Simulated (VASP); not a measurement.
# Fe (Im-3m) in VASP: further runs

Runs on Fe. Level: r2SCAN. Tasks: single point.

Program: VASP 6.6.1. These are calculated values, not measurements. Logs are shortened: lines on timing, memory, paths and dates and some standing lists are left out, and cuts for length are marked.

### Step 1. The cell of the first run

Symmetry: Im-3m, No. 229, cubic system. The conventional cell has a = 2.863 Å, b = 2.863 Å, c = 2.863 Å, α = 90.00°, β = 90.00°, γ = 90.00°. Within 3.3 Å of Fe (site symmetry m-3m) lie 14 Fe at 2.48 to 2.86 Å.

### Step 2. Single point, r2SCAN, collinear spin, ferromagnetic start

POSCAR reads:

```
Fe
1.0
   -1.4314200000      1.4314200000      1.4314200000
    1.4314200000     -1.4314200000      1.4314200000
    1.4314200000      1.4314200000     -1.4314200000
Fe
1
Direct
    0.0000000000      0.0000000000      0.0000000000
```

INCAR.step1 reads:

```
  PREC = Accurate
  ENCUT = 520
  ISMEAR = -1
  SIGMA = 0.1
  LREAL = F
  LASPH = T
  NELM = 150
  ISPIN = 2
  MAGMOM = 3.6
  NUPDOWN = 3.6
  LMAXMIX = 4
  NBANDS = 14
  GGA = PE
  ALGO = Normal
  EDIFF = 1E-4
  LWAVE = T
  LCHARG = F
```

INCAR.step2 reads:

```
  PREC = Accurate
  ENCUT = 520
  EDIFF = 1E-6
  ISMEAR = -1
  SIGMA = 0.1
  LREAL = F
  LASPH = T
  NELM = 150
  ALGO = Normal
  ISIF = 2
  LWAVE = F
  LCHARG = F
  ISPIN = 2
  MAGMOM = 3.6
  LORBIT = 11
  NUPDOWN = 3.6
  LMAXMIX = 4
  METAGGA = R2SCAN
  LMIXTAU = T
  NBANDS = 14
  ISTART = 1
```

KPOINTS reads:

```
Automatic mesh
0
Gamma
  15 15 15
```

Potentials or basis: VASP PAW PBE potentials, release 64 (Fe).

Command:

```sh
cat potpaw_PBE.64/Fe/POTCAR > POTCAR
cp INCAR.step1 INCAR
mpirun -np 1 vasp_std > vasp.out
cp INCAR.step2 INCAR
mpirun -np 1 vasp_std > vasp.out
```

OUTCAR:

```text
PREC = Accurate
   ENCUT = 520
   EDIFF = 1E-6
   ISMEAR = -1
   LREAL = F
   LASPH = T
   NELM = 150
   ISIF = 2
   ISPIN = 2
   LORBIT = 11
   NUPDOWN = 3.6
   METAGGA = R2SCAN
   ISTART = 1

 ion  position               nearest neighbor table
   1  0.000  0.000  0.000-

  LATTYP: Found a body centered cubic cell.
 ALAT       =     2.8628400000

  Lattice vectors:

 A1 = (  -1.4314200000,   1.4314200000,   1.4314200000)
 A2 = (   1.4314200000,  -1.4314200000,   1.4314200000)
 A3 = (   1.4314200000,   1.4314200000,  -1.4314200000)

Analysis of symmetry for initial positions (statically):
=====================================================================
 Subroutine PRICEL returns:
 Original cell was already a primitive cell.

 Routine SETGRP: Setting up the symmetry group for a
 body centered cubic supercell.

 Subroutine GETGRP returns: Found 48 space group operations
 (whereof 48 operations were pure point group operations)
 out of a pool of 48 trial point group operations.

The static configuration has the point symmetry O_h .

Analysis of symmetry for dynamics (positions and initial velocities):
=====================================================================
 Subroutine PRICEL returns:
 Original cell was already a primitive cell.

 Routine SETGRP: Setting up the symmetry group for a
 body centered cubic supercell.

 Subroutine GETGRP returns: Found 48 space group operations
 (whereof 48 operations were pure point group operations)
 out of a pool of 48 trial point group operations.

The dynamic configuration has the point symmetry O_h .

Analysis of structural, dynamic, and magnetic symmetry:
=====================================================================
 Subroutine PRICEL returns:
 Original cell was already a primitive cell.

 Routine SETGRP: Setting up the symmetry group for a
 body centered cubic supercell.

 Subroutine GETGRP returns: Found 48 space group operations
 (whereof 48 operations were pure point group operations)
 out of a pool of 48 trial point group operations.

The overall configuration has the point symmetry O_h .

 Subroutine INISYM returns: Found 48 space group operations
 (whereof 48 operations are pure point group operations),
 and found     1 'primitive' translations

----------------------------------------------------------------------------------------

                                     Primitive cell

  volume of cell :      11.7317

  direct lattice vectors                    reciprocal lattice vectors
    -1.431420000  1.431420000  1.431420000     0.000000000  0.349303489  0.349303489
     1.431420000 -1.431420000  1.431420000     0.349303489  0.000000000  0.349303489
     1.431420000  1.431420000 -1.431420000     0.349303489  0.349303489  0.000000000

  length of vectors
     2.479292167  2.479292167  2.479292167     0.493989731  0.493989731  0.493989731

  position of ions in fractional coordinates (direct lattice)
     0.000000000  0.000000000  0.000000000

  ion indices of the primitive-cell ions
   primitive index   ion index
                 1           1

----------------------------------------------------------------------------------------

 KPOINTS: Automatic mesh

Automatic generation of k-mesh.
 Grid dimensions read from file:
 generate k-points for:   15   15   15

 Generating k-lattice:

  Cartesian coordinates                     Fractional coordinates (reciprocal lattice)
     0.000000000  0.023286899  0.023286899     0.066666667  0.000000000  0.000000000
     0.023286899  0.000000000  0.023286899     0.000000000  0.066666667  0.000000000
     0.023286899  0.023286899  0.000000000     0.000000000  0.000000000  0.066666667

  Length of vectors
     0.032932649  0.032932649  0.032932649

  Shift w.r.t. Gamma in fractional coordinates (k-lattice)
     0.000000000  0.000000000  0.000000000

 Subroutine IBZKPT returns following result:
 ===========================================

 Found    120 irreducible k-points:

 Following reciprocal coordinates:
            Coordinates               Weight
  0.000000  0.000000  0.000000      1.000000
  0.066667  0.000000  0.000000     12.000000
  0.133333  0.000000  0.000000     12.000000
  0.200000  0.000000  0.000000     12.000000
  0.266667  0.000000  0.000000     12.000000
  0.333333  0.000000  0.000000     12.000000
[... 16 lines left out ...]
  0.333333  0.200000  0.000000     48.000000
  0.400000  0.200000 -0.000000     24.000000
 [... further k-points ...]
   k-points           NKPTS =    120   k-points in BZ     NKDIM =    120   number of bands    NBANDS=     14
   number of dos      NEDOS =    301   number of ions     NIONS =      1
   total plane-waves  NPLWV =   5832
   dimension x,y,z NGX =    18 NGY =   18 NGZ =   18
   dimension x,y,z NGXF=    36 NGYF=   36 NGZF=   36
   ions per type =               1
   NGX,Y,Z   is equivalent  to a cutoff of  12.07, 12.07, 12.07 a.u.
   NGXF,Y,Z  is equivalent  to a cutoff of  24.14, 24.14, 24.14 a.u.
 SYSTEM =  unknown system
   PREC   = accura    normal or accurate (medium, high low for compatibility)
   ISTART =      1    job   : 0-new  1-cont  2-samecut
   ICHARG =      0    charge: 1-file 2-atom 10-const
   ISPIN  =      2    spin polarized calculation?
   LNONCOLLINEAR =      F non collinear calculations
   LSORBIT =      F    spin-orbit coupling
   LASPH  =      T    aspherical Exc in radial PAW
   ENCUT  =  520.0 eV  38.22 Ry    6.18 a.u.   4.61  4.61  4.61*2*pi/ulx,y,z
   NELM   =    150;   NELMIN=  2; NELMDL=  0     # of ELM steps
   EDIFF  = 0.1E-05   stopping-criterion for ELM
   LREAL  =      F    real-space projection
   EDIFFG = 0.1E-04   stopping-criterion for IOM
   NSW    =      0    number of steps for IOM
   IBRION =     -1    ionic relax: 0-MD 1-quasi-New 2-CG
   NFREE  =      0    steps in history (QN), initial steepest desc. (CG)
   ISIF   =      2    stress and relaxation
   ISYM   =      2    0-nonsym 1-usesym 2-fastsym
   POTIM  = 0.5000    time-step for ionic-motion
   TEBEG  =    0.0;   TEEND  =   0.0 temperature during run
   PSTRESS=    0.0 pullay stress
   NELECT =       8.0000    total number of electrons
   NUPDOWN=       3.6000    fix difference up-down
   EMIN   =  10.00;   EMAX   =-10.00  energy-range for DOS
   EFERMI =   0.00;   METHOD = LEGACY
   ISMEAR =    -1;   SIGMA  =   0.10  broadening in eV -4-tet -1-fermi 0-gaus
   EFERMI_NEDOS =   21; number of points for ismear=-14 and -15
   IALGO  =     38    algorithm
   IMIX   =      4    mixing-type and parameters
     AMIX     =   0.40;   BMIX     =  1.00
     AMIX_MAG =   1.60;   BMIX_MAG =  1.00
  volume/ion in A,a.u.               =      11.73        79.17
  Fermi-wavevector in a.u.,A,eV,Ry     =   1.440957  2.723014 28.250561  2.076358
  Thomas-Fermi vector in A             =   2.559643
   LORBIT       =     11    0 simple, 1 ext, 2 COOP (PROOUT), +10 PAW based schemes
   METAGGA = R2SCAN    functional components
   LHFCALC =     F    Hartree Fock is set to
   AEXX    =    0.0000 exact exchange contribution
   IVDW    =     0    specifies the selected vdW correction
   LEPSILON=     F    determine dielectric tensor
   LRPA    =     F    only Hartree local field effects (RPA)
 spin polarized calculation
  energy-cutoff  :      520.00
  volume of cell :       11.73
 maximum number of plane-waves:       329
   NGX =  9   NGY =  9   NGZ =  9

 number of electron       8.0000000 magnetization       3.6000000

 Free energy of the ion-electron system (eV)
  ---------------------------------------------------
  ext. energy  EPLUGINS =         0.00000000
  ---------------------------------------------------
  free energy    TOTEN  =       -13.55081468 eV

  energy without entropy =      -13.51277678  energy(sigma->0) =      -13.53179573

 E-fermi :   5.3774     XC(G=0): -14.0304

 val. band max:        8.8792608704   @ k =   0.2667   0.2000   0.1333
 cond. band min:       5.3786153836   @ k =   0.2000   0.0667   0.0667
 fundamental gap:     -3.5006454867
 Fermi energy:         8.9646800375

 spin component 1

 k-point     1 :       0.0000    0.0000    0.0000
  band No.  band energies     occupation
      1      -3.5246      1.00000
      2       1.7910      1.00000
      3       1.7911      1.00000
      4       1.7911      1.00000
      5       3.1651      1.00000
      6       3.1651      1.00000
      7      30.7352      0.00000
      8      30.7353      0.00000
      9      30.7353      0.00000
     10      35.7095      0.00000
     11      35.7095      0.00000
     12      37.2692      0.00000
     13      37.2692      0.00000
     14      37.2695      0.00000
[... 375 lines left out ...]
 k-point    24 :       0.4000    0.2000   -0.0000
  band No.  band energies     occupation
      1       0.2236      1.00000
      2       0.9503      1.00000
      3       2.1236      1.00000
      4       3.1324      1.00000
      5       3.5780      1.00000
      6       8.5304      0.98717
      7      12.1619      0.00000
      8      17.7231      0.00000
      9      24.4528      0.00000
     10      31.5541      0.00000
     11      36.4623      0.00000
     12      39.3624      0.00000
     13      43.2754      0.00000
     14      49.8956      0.00000

 [... further k-points ...]

 spin component 2

 k-point     1 :       0.0000    0.0000    0.0000
  band No.  band energies     occupation
      1      -3.0630      1.00000
      2       6.3067      0.00009
      3       6.3067      0.00009
      4       6.3067      0.00009
      5       8.0749      0.00000
      6       8.0749      0.00000
      7      31.2805      0.00000
      8      31.2806      0.00000
      9      31.2806      0.00000
     10      36.9864      0.00000
     11      36.9864      0.00000
     12      40.0118      0.00000
     13      40.0118      0.00000
     14      40.0122      0.00000
[... 375 lines left out ...]
 k-point    24 :       0.4000    0.2000   -0.0000
  band No.  band energies     occupation
      1       3.2982      1.00000
      2       4.8356      0.99558
      3       4.9637      0.98429
      4       7.9947      0.00000
      5       8.4815      0.00000
      6      11.3085      0.00000
      7      15.0785      0.00000
      8      19.6800      0.00000
      9      26.3148      0.00000
     10      33.0829      0.00000
     11      37.8871      0.00000
     12      41.5982      0.00000
     13      46.1367      0.00000
     14      51.5096      0.00000

 [... further k-points ...]
[... 5 lines left out ...]
  --------------------------------------------------------------------------------------
  -------------------------------------------------------------------------------------
  Total        2.5000204      2.5000204      2.5000204     -0.0000000     -0.0000000     -0.0000000
  in kB      341.4231025    341.4231025    341.4231025     -0.0000000     -0.0000000     -0.0000000
  external PRESSURE =     341.4231025 kB  Pullay stress =       0.0000000 kB

 VOLUME and BASIS-vectors are now :
 -----------------------------------------------------------------------------
  energy-cutoff  :      520.00
  volume of cell :       11.73
      direct lattice vectors                 reciprocal lattice vectors
    -1.431420000  1.431420000  1.431420000     0.000000000  0.349303489  0.349303489
     1.431420000 -1.431420000  1.431420000     0.349303489  0.000000000  0.349303489
     1.431420000  1.431420000 -1.431420000     0.349303489  0.349303489  0.000000000

 POSITION                                       TOTAL-FORCE (eV/Angst)
 -----------------------------------------------------------------------------------
      0.00000      0.00000      0.00000         0.000000     -0.000000     -0.000000
 -----------------------------------------------------------------------------------
    total drift:                                0.000000     -0.000000      0.000000

  FREE ENERGIE OF THE ION-ELECTRON SYSTEM (eV)
  ---------------------------------------------------
  free  energy   TOTEN  =       -13.5508146847 eV

  energy  without entropy=      -13.5127767809  energy(sigma->0) =      -13.53179573

 total charge

# of ion       s       p       d       tot
------------------------------------------
    1        0.522   0.662   6.000   7.183

 magnetization (x)

# of ion       s       p       d       tot
------------------------------------------
    1        0.039   0.096   3.401   3.536
```

Wall time 2.4 min (1 thread of AMD EPYC 7R43 (Zen 3), shared host); peak memory 0.11 GiB.

Results:

- Free energy: -13.5508 eV
- Pressure: 34.1 GPa
- Net moment: 3.60 μB per cell
- Site moments: Fe +3.54 μB
- Valence electrons inside the program's atomic spheres: Fe 7.18

Caveat: the PAW data sets were made with another functional, which shifts forces and pressure a little; the total moment is fixed, so each spin has its own Fermi level.

### Step 3. Single point, r2SCAN, collinear spin, ferromagnetic start

POSCAR is that of step 2.

INCAR.step1 reads:

```
SYSTEM = Fe
PREC = Accurate
ENCUT = 520
ISMEAR = -1
SIGMA = 0.1
LREAL = .False.
LASPH = .True.
NELM = 150
ISPIN = 2
MAGMOM = 4.8
NUPDOWN = 4.8
LMAXMIX = 4
NBANDS = 14
GGA = PE
ALGO = Normal
EDIFF = 1E-4
LWAVE = .True.
LCHARG = .False.
```

INCAR.step2 reads:

```
SYSTEM = Fe
PREC = Accurate
ENCUT = 520
EDIFF = 1E-6
ISMEAR = -1
SIGMA = 0.1
LREAL = .False.
LASPH = .True.
NELM = 150
ALGO = Normal
ISIF = 2
LWAVE = .False.
LCHARG = .False.
ISPIN = 2
MAGMOM = 4.8
LORBIT = 11
NUPDOWN = 4.8
LMAXMIX = 4
METAGGA = R2SCAN
LMIXTAU = .True.
NBANDS = 14
ISTART = 1
```

KPOINTS reads:

```
Automatic mesh
0
Gamma
  15 15 15
  0 0 0
```

Potentials or basis: VASP PAW PBE potentials, release 64 (Fe).

Command:

```sh
cat potpaw_PBE.64/Fe/POTCAR > POTCAR
cp INCAR.step1 INCAR
mpirun -np 1 vasp_std > vasp.out
cp INCAR.step2 INCAR
mpirun -np 1 vasp_std > vasp.out
```

It took 2.4 min on 1 thread of AMD EPYC 7R43 (Zen 3), shared host; peak memory 0.11 GiB.

It converged, with:

```
Free energy                                           : -9.6420 eV
Pressure                                              : 110.0 GPa
Net moment                                            : 4.80 μB per cell
Site moments                                          : Fe +4.55 μB
Valence electrons inside the program's atomic spheres : Fe 7.17
```

Caveat: the PAW data sets were made with another functional, which shifts forces and pressure a little; the total moment is fixed, so each spin has its own Fermi level.

(Continued in part 2 of 2.)
